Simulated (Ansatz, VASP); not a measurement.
## One calculation of NaI, two programs

The input POSCAR:

```
NaI
1.0
    0.0000000000      3.2364000000      3.2364000000
    3.2364000000      0.0000000000      3.2364000000
    3.2364000000      3.2364000000      0.0000000000
Na I
1 1
Direct
    0.0000000000      0.0000000000      0.0000000000
    0.5000000000      0.5000000000      0.5000000000
```

File INCAR.step1:

```
SYSTEM = NaI
PREC = Accurate ; ENCUT = 520
ISMEAR = -1 ; SIGMA = 0.01
LREAL = .FALSE. ; LASPH = .TRUE.
NELM = 60 ; NBANDS = 14
GGA = PE ; ALGO = Normal
EDIFF = 1E-4 ; LWAVE = .TRUE.
LCHARG = .FALSE.
```

INCAR.step2

```
SYSTEM = NaI
PREC = Accurate ; ENCUT = 520
EDIFF = 1E-8 ; ISMEAR = -1
SIGMA = 0.01 ; LREAL = .FALSE.
LASPH = .TRUE. ; NELM = 60
ALGO = Normal ; ISIF = 2
LWAVE = .FALSE. ; LCHARG = .FALSE.
METAGGA = R2SCAN ; LMIXTAU = .TRUE.
LEFG = .TRUE. ; NBANDS = 14
ISTART = 1
```

KPOINTS

```
regular mesh
0
G
  7 7 7
  0 0 0
```

Input for Ansatz:

```yaml
crystal:
  lattice:
    - [0.0, 3.2364, 3.2364]
    - [3.2364, 0.0, 3.2364]
    - [3.2364, 3.2364, 0.0]
  atoms:
    - { symbol: Na, position: [0.0, 0.0, 0.0] }
    - { symbol: I, position: [0.5, 0.5, 0.5] }
kpoints:
  mp_grid: { grid: [7, 7, 7] }
  band_path:
    path:
      - [0.0, 0.0, 0.0]
      - [0.5, 0.0, 0.5]
      - [0.625, 0.25, 0.625]
      - [0.375, 0.375, 0.75]
      - [0.0, 0.0, 0.0]
      - [0.5, 0.5, 0.5]
      - [0.5, 0.25, 0.75]
      - [0.5, 0.0, 0.5]
    npoints: 5
scf:
  occupations: { method: fermi_dirac, width: 0.01 }
hamiltonian:
  xc: r2scan
  pseudopotentials: { kind: paw }
output:
  forces: true
  stress: true
  eigenvalues: true
  efg: { contact_densities: true }
```

Alike in both runs: task electric field gradients; functional r2SCAN; k mesh 7 × 7 × 7; occupations fermi-dirac, width 0.01 eV; no spin polarisation.

```csv
,VASP,Ansatz
version,VASP 6.6.1,Ansatz 0.2.0
potentials or method,"VASP PAW PBE potentials, release 64 (Na_pv, I)","PAW with Ansatz's default frozen-core files, scalar-relativistic"
plane-wave cutoff (eV),520,500
valence electrons in the cell,14,26
```

Ansatz gave:

| Quantity | Value |
| --- | --- |
| gap on the k mesh at the Fermi level (eV) | 4.43 |
| pressure (GPa) | -0.1 |

**Question.** Which values does VASP return?

**Answer.** gap on the k mesh at the Fermi level (eV): 4.44; pressure (GPa): -0.2.

VASP's potentials were made for PBE, not for r2SCAN. VASP's potentials hold 14 valence electrons a cell and Ansatz's 26, so a difference there can come from the potentials and not from the codes.

Spin-orbit coupling is off throughout.
